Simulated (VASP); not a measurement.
A run of VASP 6.6.1 is set up as follows.

File INCAR:

```
ALGO = Normal
EDIFF = 1E-8
ENCUT = 520
GGA = CA
ISIF = 2
ISMEAR = -1
LASPH = T
LCHARG = F
LEFG = T
LREAL = F
LWAVE = F
NBANDS = 16
NELM = 100
PREC = Accurate
SIGMA = 0.05
```

The input KPOINTS:

```
k-points
0
Gamma
  11 11 11
```

Contents of POSCAR:

```
GaAs
1.0
    0.0000000000      2.7691429914      2.7691429914
    2.7691429914      0.0000000000      2.7691429914
    2.7691429914      2.7691429914      0.0000000000
Ga As
1 1
Direct
    0.0000000000      0.0000000000      0.0000000000
    0.7500000000      0.7500000000      0.7500000000
```

Potentials or basis: VASP PAW LDA potentials, release 64 (Ga_d, As).

Run with:

```console
$ cat potpaw_LDA.64/Ga_d/POTCAR potpaw_LDA.64/As/POTCAR > POTCAR
$ mpirun -np 1 vasp_std > vasp.out
```

**Question.** What does it give for the pressure?

**Answer.** 3.2 GPa.

**Question.** Predict the band gap on the k mesh.

**Answer.** 0.81 eV, direct.

Caveat: without QUAD_EFG the Cq values of the log hold for a quadrupole moment of 1 mb, not for the nuclei. A k mesh can miss the band edges.
